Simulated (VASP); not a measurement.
Wanted: the native input for a VASP 6.6.1 run.

```
Task                   : single point
Functional             : PBEsol
Potentials or basis    : VASP PAW PBE potentials, release 64 (Cr_pv)
Cutoff                 : 500 eV
k mesh                 : 10 × 10 × 10
Occupations            : gaussian, width 0.1 eV
Spin                   : no spin polarisation
Dipole correction      : no
Further INCAR settings : ALGO = Normal; EDIFF = 1e-06; NBANDS = 12
```

The structure of Cr lies in POSCAR:

```
Cr
1.0
    0.0000000000      1.7890535127      1.7890535127
    1.7890535127      0.0000000000      1.7890535127
    1.7890535127      1.7890535127      0.0000000000
Cr
1
Direct
    0.0000000000      0.0000000000      0.0000000000
```

The input as run:

INCAR

```
SYSTEM = Cr
ALGO = Normal ; EDIFF = 1E-6
ENCUT = 500 ; GGA = PS
GGA_COMPAT = .FALSE. ; ISIF = 2
ISMEAR = 0 ; LASPH = .TRUE.
LCHARG = .TRUE. ; LELF = .TRUE.
LREAL = .FALSE. ; LVHAR = .TRUE.
LWAVE = .FALSE. ; NBANDS = 12
NELM = 120 ; PREC = Accurate
SIGMA = 0.1
```

KPOINTS

```
k-points
0
G
  10 10 10
  0 0 0
```

Potentials or basis: VASP PAW PBE potentials, release 64 (Cr_pv).

Command:

```sh
$ cat potpaw_PBE.64/Cr_pv/POTCAR > POTCAR
$ mpirun -np 1 vasp_std > vasp.out
```

Results of the run:

* Pressure: -0.6 GPa
* Band gap on the k mesh: zero (band 6 reaches 13.30 eV, above the bottom of band 7 at 10.23 eV)

Caveat: the PAW data sets were made with another functional, which shifts forces and pressure a little; the run has no spin polarisation, though such a crystal can be magnetic.

Run time: 17 s on 1 thread of Intel Xeon 8259CL, on a shared host, peak memory 0.12 GiB.
